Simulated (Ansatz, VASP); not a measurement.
One calculation of N, two programs

```
N
1.0
     3.90922    0.00000    0.00000
    -1.95461    3.38549    0.00000
     0.00000    0.00000    5.07585
N
2
Direct
  0.33333 0.66667 0.25000
  0.66667 0.33333 0.75000
```

Alike in both runs: task single point; functional LDA; k mesh 12 × 12 × 6; occupations gaussian, width 0.05 eV; collinear spin.

|  | VASP | Ansatz |
| --- | --- | --- |
| version | VASP 6.6.1 | Ansatz 0.2.0 |
| potentials or method | VASP PAW LDA potentials, release 64 (N), cutoff 520 eV | scalar-relativistic, plane waves, PAW |
| valence electrons in the cell | 10 | 10 |

VASP gave:

- gap on the k mesh at the Fermi level (eV): 1.98
- least direct gap on the mesh (eV): 2.10
- pressure (GPa): -0.3
- traceless stress, the component that is largest in VASP (GPa): 0.13
- net moment per atom (μB): 3.00
- size of the moment on the site where the two differ most (μB): 1.93

**Question.** Which values does Ansatz return?

**Answer.** gap on the k mesh at the Fermi level (eV): 2.11; least direct gap on the mesh (eV): 2.24; pressure (GPa): -0.2; traceless stress, the component that is largest in VASP (GPa): 0.13; net moment per atom (μB): 3.00; size of the moment on the site where the two differ most (μB): 2.85.

LDA's correlation is that of Perdew and Zunger in VASP and of Perdew and Wang (1992) in Ansatz. Site moments also hang on the region over which each program counts them.
